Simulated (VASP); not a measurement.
Input of a VASP 6.6.1 run:

POSCAR

```
SnO
1.0
    3.7926488446      0.0000000000      0.0000000000
    0.0000000000      3.7926488446      0.0000000000
    0.0000000000      0.0000000000      4.7582137846
Sn O
2 2
Direct
    0.5000000000      0.0000000000      0.2410340871
    0.0000000000      0.5000000000      0.7589659129
    0.0000000000      0.0000000000      0.0000000000
    0.5000000000      0.5000000000      0.0000000000
```

Contents of INCAR.step1:

```
PREC = Accurate ; ENCUT = 520
ISMEAR = -1 ; SIGMA = 0.02
LREAL = F ; LASPH = T
NELM = 80 ; NBANDS = 28
GGA = PE ; ALGO = Normal
EDIFF = 1E-4 ; LWAVE = T
LCHARG = F
```

File INCAR.step2:

```
PREC = Accurate ; ENCUT = 520
EDIFF = 1E-6 ; ISMEAR = -1
SIGMA = 0.02 ; LREAL = F
LASPH = T ; NELM = 80
ALGO = Normal ; ISIF = 2
LWAVE = F ; LCHARG = F
METAGGA = R2SCAN ; LMIXTAU = T
NBANDS = 28 ; ISTART = 1
```

KPOINTS

```
Automatic mesh
0
Gamma
  6 6 6
```

Potentials or basis: VASP PAW PBE potentials, release 64 (Sn_d, O).

Run with:

```bash
$ cat potpaw_PBE.64/Sn_d/POTCAR potpaw_PBE.64/O/POTCAR > POTCAR
$ cp INCAR.step1 INCAR
$ mpirun -np 1 vasp_std > vasp.out
$ cp INCAR.step2 INCAR
$ mpirun -np 1 vasp_std > vasp.out
```

(1) Estimate the pressure.

(2) Predict the band gap on the k mesh.

Answers

(1) 1.8 GPa.

(2) 0.03 eV, indirect (least direct gap 2.20 eV).

Caveat: the PAW data sets were made with another functional, which shifts forces and pressure a little; spin-orbit coupling is left out, which moves the levels of the heavy elements.
